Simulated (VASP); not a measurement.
**NaI: single point with PBE**

NaI:

```xyz
2
Lattice="0.0000 3.1749 3.1749 3.1749 0.0000 3.1749 3.1749 3.1749 0.0000" Properties=species:S:1:pos:R:3 pbc="T T T"
Na    0.0000    0.0000    0.0000
I     3.1749    3.1749    3.1749
```

This cell differs from its parent crystal: volume changed by -5%.

| Property | Result |
| --- | --- |
| Program | VASP 6.6.1 |
| Task | single point |
| Functional | PBE |
| Potentials or basis | VASP PAW PBE potentials, release 64 (Na_pv, I) |
| Cutoff | 500 eV |
| k mesh | 4 × 4 × 4 |
| Occupations | gaussian, width 0.01 eV |
| Spin | no spin polarisation |

The pressure is 1.6 GPa and the band gap on the k mesh is 3.80 eV, direct.

Levels at points of the mesh, in eV from the valence-band top:
| k point | band 4 | band 5 | band 6 | band 7 | band 8 | band 9 | band 10 | band 11 |
| --- | --- | --- | --- | --- | --- | --- | --- | --- |
| (0.00, 0.00, 0.00) | -11.17 | 0.00 | 0.00 | 0.00 | 3.80 | 7.92 | 7.92 | 7.92 |
| (0.50, 0.00, 0.00) | -10.80 | -2.39 | -0.32 | -0.32 | 5.10 | 7.49 | 7.49 | 9.16 |
| (0.50, 0.50, 0.00) | -10.71 | -2.10 | -0.82 | -0.82 | 4.53 | 5.44 | 10.25 | 11.65 |

It took 5 s on 1 thread of Intel(R) Xeon(R) 6975P-C (Granite Rapids), with other jobs on the host, peak memory 0.19 GiB.

Caveat: the k points lie up to 0.43 Å⁻¹ apart; spin-orbit coupling is left out, which moves the levels of the heavy elements.
